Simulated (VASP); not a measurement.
# ZrS (Immm) in VASP: a series of runs

ZrS is run at these levels: PBEsol; tasks: single point.

Program: VASP 6.6.1. These are calculated values, not measurements. Logs are shortened: lines on timing, memory, paths and dates and some standing lists are left out, and cuts for length are marked.

## Step 1: The cell of the first run

It takes space group Immm (No. 71, orthorhombic). The conventional cell has a = 3.527 Å, b = 3.898 Å, c = 5.250 Å, α = 90.00°, β = 90.00°, γ = 90.00°. Zr (site symmetry mmm) has 6 S at 2.62 to 2.63 Å and 12 Zr at 3.53 to 3.90 Å within 3.9 Å. Within 3.9 Å of S (site symmetry mmm) lie 6 Zr at 2.62 to 2.63 Å and 12 S at 3.53 to 3.90 Å.

## Step 2: Single point, PBEsol (strain -0.1000 x Voigt [0, 0, 0, 1, 0, 0])

INCAR

```
PREC = Accurate
ENCUT = 520
EDIFF = 1E-6
ISMEAR = 0
SIGMA = 0.15
LREAL = False
LASPH = True
NELM = 100
ALGO = Normal
ISIF = 2
LWAVE = False
LCHARG = False
GGA = PS
NBANDS = 16
```

KPOINTS

```
Automatic mesh
0
Gamma
  16 16 16
```

POSCAR

```
ZrS
1.0
    0.0000000000      2.4937500000      2.4937500000
    2.6250000000     -0.1312500000      2.6250000000
    2.6250000000      2.6250000000     -0.1312500000
Zr S
1 1
Direct
    0.0000000000      0.0000000000      0.0000000000
    0.5000000000      0.5000000000      0.5000000000
```

Potentials or basis: VASP PAW PBE potentials, release 64 (Zr_sv, S).

On the command line:

```
$ cat potpaw_PBE.64/Zr_sv/POTCAR potpaw_PBE.64/S/POTCAR > POTCAR
$ mpirun -np 1 vasp_std > vasp.out
```

OUTCAR:

```text
PREC = Accurate
   ENCUT = 520
   EDIFF = 1E-6
   ISMEAR = 0
   LREAL = False
   LASPH = True
   NELM = 100
   ISIF = 2
   GGA = PS

 ion  position               nearest neighbor table
   1  0.000  0.000  0.000-   2 2.62   2 2.62   2 2.63   2 2.63   2 2.63   2 2.63
   2  0.500  0.500  0.500-   1 2.62   1 2.62   1 2.63   1 2.63   1 2.63   1 2.63

  LATTYP: Found a body centered orthorhombic cell.
 ALAT       =     3.5266950712
 B/A-ratio  =     1.1052631579
 C/A-ratio  =     1.4886458551

  Lattice vectors:

 A1 = (  -2.6250000000,   0.1312500000,  -2.6250000000)
 A2 = (  -2.6250000000,  -0.1312500000,   2.6250000000)
 A3 = (   2.6250000000,   2.6250000000,  -0.1312500000)

Analysis of symmetry for initial positions (statically):
=====================================================================
 Subroutine PRICEL returns:
 Original cell was already a primitive cell.

 Routine SETGRP: Setting up the symmetry group for a
 body centered orthorhombic supercell.

 Subroutine GETGRP returns: Found  8 space group operations
 (whereof  8 operations were pure point group operations)
 out of a pool of  8 trial point group operations.

The static configuration has the point symmetry D_2h.

Analysis of symmetry for dynamics (positions and initial velocities):
=====================================================================
 Subroutine PRICEL returns:
 Original cell was already a primitive cell.

 Routine SETGRP: Setting up the symmetry group for a
 body centered orthorhombic supercell.

 Subroutine GETGRP returns: Found  8 space group operations
 (whereof  8 operations were pure point group operations)
 out of a pool of  8 trial point group operations.

The dynamic configuration has the point symmetry D_2h.

 Subroutine INISYM returns: Found  8 space group operations
 (whereof  8 operations are pure point group operations),
 and found     1 'primitive' translations

----------------------------------------------------------------------------------------

                                     Primitive cell

  volume of cell :      36.0853

  direct lattice vectors                    reciprocal lattice vectors
     0.000000000  2.493750000  2.493750000    -0.190476190  0.200501253  0.200501253
     2.625000000 -0.131250000  2.625000000     0.190476190 -0.181405896  0.181405896
     2.625000000  2.625000000 -0.131250000     0.190476190  0.181405896 -0.181405896

  length of vectors
     3.526695071  3.714630071  3.714630071     0.341588472  0.319526802  0.319526802

  position of ions in fractional coordinates (direct lattice)
     0.000000000  0.000000000  0.000000000
     0.500000000  0.500000000  0.500000000

  ion indices of the primitive-cell ions
   primitive index   ion index
                 1           1
                 2           2

----------------------------------------------------------------------------------------

 KPOINTS: Automatic mesh

Automatic generation of k-mesh.
 Grid dimensions read from file:
 generate k-points for:   16   16   16

 Generating k-lattice:

  Cartesian coordinates                     Fractional coordinates (reciprocal lattice)
    -0.011904762  0.012531328  0.012531328     0.062500000  0.000000000 -0.000000000
     0.011904762 -0.011337868  0.011337868     0.000000000  0.062500000  0.000000000
     0.011904762  0.011337868 -0.011337868     0.000000000  0.000000000  0.062500000

  Length of vectors
     0.021349279  0.019970425  0.019970425

  Shift w.r.t. Gamma in fractional coordinates (k-lattice)
     0.000000000  0.000000000  0.000000000

 Subroutine IBZKPT returns following result:
 ===========================================

 Found    621 irreducible k-points:

 Following reciprocal coordinates:
            Coordinates               Weight
  0.000000  0.000000  0.000000      1.000000
  0.062500  0.000000 -0.000000      4.000000
  0.125000  0.000000 -0.000000      4.000000
  0.187500  0.000000  0.000000      4.000000
  0.250000  0.000000 -0.000000      4.000000
  0.312500  0.000000 -0.000000      4.000000
[... 16 lines left out ...]
 -0.187500  0.062500  0.000000      8.000000
 -0.125000  0.062500  0.000000      8.000000
 [... further k-points ...]
   k-points           NKPTS =    621   k-points in BZ     NKDIM =    621   number of bands    NBANDS=     16
   number of dos      NEDOS =    301   number of ions     NIONS =      2
   total plane-waves  NPLWV =  21952
   dimension x,y,z NGX =    28 NGY =   28 NGZ =   28
   dimension x,y,z NGXF=    56 NGYF=   56 NGZF=   56
   ions per type =               1   1
   NGX,Y,Z   is equivalent  to a cutoff of  13.20, 12.53, 12.53 a.u.
   NGXF,Y,Z  is equivalent  to a cutoff of  26.40, 25.06, 25.06 a.u.
 SYSTEM =  unknown system
   PREC   = accura    normal or accurate (medium, high low for compatibility)
   ISTART =      0    job   : 0-new  1-cont  2-samecut
   ICHARG =      2    charge: 1-file 2-atom 10-const
   ISPIN  =      1    spin polarized calculation?
   LNONCOLLINEAR =      F non collinear calculations
   LSORBIT =      F    spin-orbit coupling
   LASPH  =      T    aspherical Exc in radial PAW
   ENCUT  =  520.0 eV  38.22 Ry    6.18 a.u.   6.56  6.91  6.91*2*pi/ulx,y,z
   NELM   =    100;   NELMIN=  2; NELMDL= -5     # of ELM steps
   EDIFF  = 0.1E-05   stopping-criterion for ELM
   LREAL  =      F    real-space projection
   EDIFFG = 0.1E-04   stopping-criterion for IOM
   NSW    =      0    number of steps for IOM
   IBRION =     -1    ionic relax: 0-MD 1-quasi-New 2-CG
   NFREE  =      0    steps in history (QN), initial steepest desc. (CG)
   ISIF   =      2    stress and relaxation
   ISYM   =      2    0-nonsym 1-usesym 2-fastsym
   POTIM  = 0.5000    time-step for ionic-motion
   TEBEG  =    0.0;   TEEND  =   0.0 temperature during run
   PSTRESS=    0.0 pullay stress
   NELECT =      18.0000    total number of electrons
   NUPDOWN=      -1.0000    fix difference up-down
   EMIN   =  10.00;   EMAX   =-10.00  energy-range for DOS
   EFERMI =   0.00;   METHOD = LEGACY
   ISMEAR =     0;   SIGMA  =   0.15  broadening in eV -4-tet -1-fermi 0-gaus
   EFERMI_NEDOS =   21; number of points for ismear=-14 and -15
   IALGO  =     38    algorithm
   IMIX   =      4    mixing-type and parameters
     AMIX     =   0.40;   BMIX     =  1.00
     AMIX_MAG =   1.60;   BMIX_MAG =  1.00
  volume/ion in A,a.u.               =      18.04       121.76
  Fermi-wavevector in a.u.,A,eV,Ry     =   1.298341  2.453508 22.935191  1.685689
  Thomas-Fermi vector in A             =   2.429675
   LORBIT       =      0    0 simple, 1 ext, 2 COOP (PROOUT), +10 PAW based schemes
   GGA     = PS    functional components
   LHFCALC =     F    Hartree Fock is set to
   AEXX    =    0.0000 exact exchange contribution
   IVDW    =     0    specifies the selected vdW correction
   LEPSILON=     F    determine dielectric tensor
   LRPA    =     F    only Hartree local field effects (RPA)
 non-spin polarized calculation
 Gauss-broadening in eV      SIGMA  =   0.15
  energy-cutoff  :      520.00
  volume of cell :       36.09
 maximum number of plane-waves:       992
 NGX is ok and might be reduce to    28
   NGX = 13   NGY = 13   NGZ = 13

 number of electron      18.0000000 magnetization

 Free energy of the ion-electron system (eV)
  ---------------------------------------------------
  ext. energy  EPLUGINS =         0.00000000
  ---------------------------------------------------
  free energy    TOTEN  =       -16.46112177 eV

  energy without entropy =      -16.44507512  energy(sigma->0) =      -16.45309844

 E-fermi :  10.6164     XC(G=0): -11.4756

 val. band max:       10.6116404236   @ k =  -0.0625  -0.1875   0.0625
 cond. band min:      10.6181265496   @ k =  -0.3125   0.0625   0.0625
 fundamental gap:      0.0064861260
 Fermi energy:        10.6163519481

 k-point     1 :       0.0000    0.0000    0.0000
  band No.  band energies     occupation
      1     -39.2567      2.00000
      2     -17.3038      2.00000
      3     -17.2601      2.00000
      4     -17.1765      2.00000
      5      -5.1911      2.00000
      6       6.8923      2.00000
[... 8 lines left out ...]
     15      17.8321      0.00000
     16      22.5413      0.00000

 k-point     2 :       0.0625    0.0000   -0.0000
  band No.  band energies     occupation
      1     -39.2555      2.00000
      2     -17.3047      2.00000
      3     -17.2656      2.00000
      4     -17.1888      2.00000
      5      -5.1380      2.00000
      6       6.6724      2.00000
[... 8 lines left out ...]
     15      18.0402      0.00000
     16      22.4770      0.00000

 k-point     3 :       0.1250    0.0000   -0.0000
  band No.  band energies     occupation
      1     -39.2519      2.00000
      2     -17.3074      2.00000
      3     -17.2870      2.00000
      4     -17.2174      2.00000
      5      -4.9840      2.00000
      6       6.1929      2.00000
[... 8 lines left out ...]
     15      18.5652      0.00000
     16      22.0196      0.00000

 k-point     4 :       0.1875    0.0000    0.0000
  band No.  band energies     occupation
      1     -39.2464      2.00000
      2     -17.3359      2.00000
      3     -17.3114      2.00000
      4     -17.2424      2.00000
      5      -4.7448      2.00000
      6       5.4422      2.00000
[... 8 lines left out ...]
     15      18.9987      0.00000
     16      21.0240      0.00000
[... 324 lines left out ...]
 k-point    22 :      -0.2500    0.0625   -0.0000
  band No.  band energies     occupation
      1     -39.2379      2.00000
      2     -17.4302      2.00000
      3     -17.3247      2.00000
      4     -17.2589      2.00000
      5      -4.3300      2.00000
      6       4.2417      2.00000
[... 8 lines left out ...]
     15      18.8270      0.00000
     16      19.2240      0.00000

 k-point    23 :      -0.1875    0.0625    0.0000
  band No.  band energies     occupation
      1     -39.2443      2.00000
      2     -17.3690      2.00000
      3     -17.3145      2.00000
      4     -17.2410      2.00000
      5      -4.6295      2.00000
      6       4.9593      2.00000
[... 8 lines left out ...]
     15      19.0121      0.00000
     16      20.0395      0.00000

 k-point    24 :      -0.1250    0.0625    0.0000
  band No.  band energies     occupation
      1     -39.2499      2.00000
      2     -17.3320      2.00000
      3     -17.2946      2.00000
      4     -17.2168      2.00000
      5      -4.8822      2.00000
      6       5.6507      2.00000
[... 8 lines left out ...]
     15      18.7850      0.00000
     16      20.9594      0.00000

 [... further k-points ...]

------------------------ aborting loop because EDIFF is reached ----------------------------------------

  FORCE on cell =-STRESS in cart. coord.  units (eV):
  Direction    XX          YY          ZZ          XY          YZ          ZX
  --------------------------------------------------------------------------------------
  -------------------------------------------------------------------------------------
  Total       -1.4031884     -1.2627497     -1.2627497     -0.0000000      0.5612884     -0.0000000
  in kB      -62.3011025    -56.0656714    -56.0656714     -0.0000000     24.9210202     -0.0000000
  external PRESSURE =     -58.1441484 kB  Pullay stress =       0.0000000 kB

 VOLUME and BASIS-vectors are now :
 -----------------------------------------------------------------------------
  energy-cutoff  :      520.00
  volume of cell :       36.09
      direct lattice vectors                 reciprocal lattice vectors
     0.000000000  2.493750000  2.493750000    -0.190476190  0.200501253  0.200501253
     2.625000000 -0.131250000  2.625000000     0.190476190 -0.181405896  0.181405896
     2.625000000  2.625000000 -0.131250000     0.190476190  0.181405896 -0.181405896

 POSITION                                       TOTAL-FORCE (eV/Angst)
 -----------------------------------------------------------------------------------
      0.00000      0.00000      0.00000        -0.000000      0.000000      0.000000
      2.62500      2.49375      2.49375         0.000000     -0.000000     -0.000000
 -----------------------------------------------------------------------------------
    total drift:                                0.000000      0.000000      0.000000

  FREE ENERGIE OF THE ION-ELECTRON SYSTEM (eV)
  ---------------------------------------------------
  free  energy   TOTEN  =       -16.4611217680 eV

  energy  without entropy=      -16.4450751211  energy(sigma->0) =      -16.45309844
```

Wall time 3.1 min (1 thread of AMD EPYC 9R45 (Zen 5), shared host); peak memory 0.41 GiB.

What came out:

- Free energy: -16.4611 eV
- Pressure: -5.8 GPa
- Band gap on the k mesh: zero (bands 9 and 10 overlap by 2.85 eV)

Levels at points of the mesh, in eV from the Fermi level:
```tsv
k point	band 7	band 8	band 9	band 10	band 11	band 12
(0.00, 0.00, 0.00)	-3.52	-3.15	-1.84	-1.46	-0.79	-0.63
(0.50, 0.00, 0.00)	-6.35	-5.93	1.31	1.39	1.76	2.57
(0.00, 0.50, 0.00)	-5.94	-5.39	0.67	1.70	1.89	2.10
(0.50, 0.50, 0.00)	-4.44	-4.42	-3.44	0.41	1.87	2.34
(0.00, 0.50, 0.50)	-4.81	-3.97	-3.43	0.62	2.38	2.41
```

Caveat: the cell differs from its parent crystal (strain -0.1000 x Voigt [0, 0, 0, 1, 0, 0]); the cell stands under tension; the PAW data sets were made with another functional, which shifts forces and pressure a little.

## Step 3: Single point, PBEsol (strain +0.0875 x Voigt [0, 0, 0, 1, 0, 0])

INCAR

```
SYSTEM = ZrS
  PREC = Accurate
  ENCUT = 520
  EDIFF = 1E-6
  ISMEAR = 0
  SIGMA = 0.15
  LREAL = .False.
  LASPH = .True.
  NELM = 60
  ALGO = Normal
  ISIF = 2
  LWAVE = .False.
  LCHARG = .True.
  GGA = PS
  LELF = .True.
  LVHAR = .True.
  NBANDS = 16
```

KPOINTS

```
regular mesh
0
Gamma
  16 16 16
  0 0 0
```

POSCAR

```
ZrS
1.0
    0.0000000000      2.7398437500      2.7398437500
    2.6250000000      0.1148437500      2.6250000000
    2.6250000000      2.6250000000      0.1148437500
Zr S
1 1
Direct
    0.0000000000      0.0000000000      0.0000000000
    0.5000000000      0.5000000000      0.5000000000
```

Potentials or basis: VASP PAW PBE potentials, release 64 (Zr_sv, S).

On the command line:

```
$ cat potpaw_PBE.64/Zr_sv/POTCAR potpaw_PBE.64/S/POTCAR > POTCAR
$ mpirun -np 1 vasp_std > vasp.out
```

It took 3.2 min on 1 thread of AMD EPYC 9R45 (Zen 5), shared host; peak memory 0.41 GiB.

It converged, with:

```yaml
Free_energy: -16.4670 eV
Pressure: -5.9 GPa
Band_gap_on_the_k_mesh: zero (bands 9 and 10 overlap by 2.81 eV)
```

Stress tensor (GPa, compression positive):
```
-6.25  0.00  0.00
 0.00 -5.75 -2.22
 0.00 -2.22 -5.75
```

Levels at points of the mesh, in eV from the Fermi level:
```tsv
k point	band 5	band 6	band 7	band 8	band 9	band 10	band 11	band 12	band 13	band 14
(0.00, 0.00, 0.00)	-15.81	-3.70	-3.52	-3.21	-1.78	-1.44	-0.87	-0.64	-0.59	1.89
(0.50, 0.00, 0.00)	-14.32	-8.03	-5.95	-5.47	0.77	1.67	1.86	2.07	5.26	5.56
(0.00, 0.50, 0.00)	-14.16	-8.00	-6.31	-5.94	1.33	1.42	1.77	2.44	5.33	5.66
(0.50, 0.50, 0.00)	-14.92	-6.26	-4.44	-4.43	-3.44	0.43	1.94	2.34	3.05	3.53
(0.00, 0.50, 0.50)	-14.96	-6.25	-4.77	-4.04	-3.44	0.59	2.38	2.40	2.79	3.28
```

Caveat: the cell differs from its parent crystal (strain +0.0875 x Voigt [0, 0, 0, 1, 0, 0]); the cell stands under tension; the PAW data sets were made with another functional, which shifts forces and pressure a little.
